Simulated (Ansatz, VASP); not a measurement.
# One calculation of Ni, two programs

Contents of INCAR:

```
ALGO = Normal
EDIFF = 1E-7
ENCUT = 520
GGA = PS
ISIF = 2
ISMEAR = 0
ISPIN = 2
LASPH = T
LCHARG = T
LELF = T
LMAXMIX = 4
LORBIT = 11
LREAL = F
LVHAR = T
LWAVE = F
MAGMOM = 0.7
NBANDS = 15
NELM = 150
PREC = Accurate
SIGMA = 0.05
```

The input KPOINTS:

```
k-points
0
Gamma
  14 14 14
```

The input POSCAR:

```
Ni
1.0
    0.0000000000      1.7600025826      1.7600025826
    1.7600025826      0.0000000000      1.7600025826
    1.7600025826      1.7600025826      0.0000000000
Ni
1
Direct
    0.0000000000      0.0000000000      0.0000000000
```

Input for Ansatz:

```yaml
crystal:
  lattice:
    - [0.0, 1.7600025826, 1.7600025826]
    - [1.7600025826, 0.0, 1.7600025826]
    - [1.7600025826, 1.7600025826, 0.0]
  atoms:
    - { symbol: Ni, position: [0.0, 0.0, 0.0], spin: 0.7 }
basis:
  ecutwfc: 420
  ecutrho_ratio: 4
kpoints:
  mp_grid: { grid: [14, 14, 14] }
  band_path:
    path:
      - [[0.0, 0.0, 0.0], [0.5, 0.0, 0.5], [0.625, 0.25, 0.625]]
      - [[0.375, 0.375, 0.75], [0.0, 0.0, 0.0], [0.5, 0.5, 0.5], [0.5, 0.25, 0.75], [0.5, 0.0, 0.5]]
    npoints: 6
hamiltonian:
  xc: pbesol
scf:
  occupations: { method: gaussian, width: 0.05 }
  lower_state_search: "off"
output:
  forces: true
  stress: true
  eigenvalues: true
  populations: true
  eigenstates:
    nscf_kmesh: { grid: [14, 14, 14] }
    top_band: c22
    exchange_couplings: { magnetic: [{ site: 0 }] }
    magnetocrystalline_anisotropy: {}
magnetization:
  spin_polarized: true
checkpoint:
  read: start.run
  write: ck
  compress: false
  write_wavefunctions: false
  write_every: 100000
```

Alike in both runs: task single point; functional PBEsol; k mesh 14 × 14 × 14; occupations gaussian, width 0.05 eV; collinear spin.

|  | VASP | Ansatz |
| --- | --- | --- |
| version | VASP 6.6.1 | Ansatz 0.2.0 |
| potentials or method | VASP PAW PBE potentials, release 64 (Ni), cutoff 520 eV | scalar-relativistic, plane waves, PAW |
| valence electrons in the cell | 10 | 18 |

```csv
,VASP,Ansatz,Ansatz less VASP
gap on the k mesh at the Fermi level (eV),none,none,-
pressure (GPa),-10.2,-10.3,-0.04
net moment per atom (μB),0.58,0.60,+0.018
size of the moment on the site where the two differ most (μB),0.59,0.64,+0.046
```

VASP's potentials were made for PBE, not for PBEsol. Site moments also hang on the region over which each program counts them. A gap of «none» marks a metal or a gap that the smearing closes. VASP's potentials hold 10 valence electrons a cell and Ansatz's 18, so a difference there can come from the potentials and not from the codes.
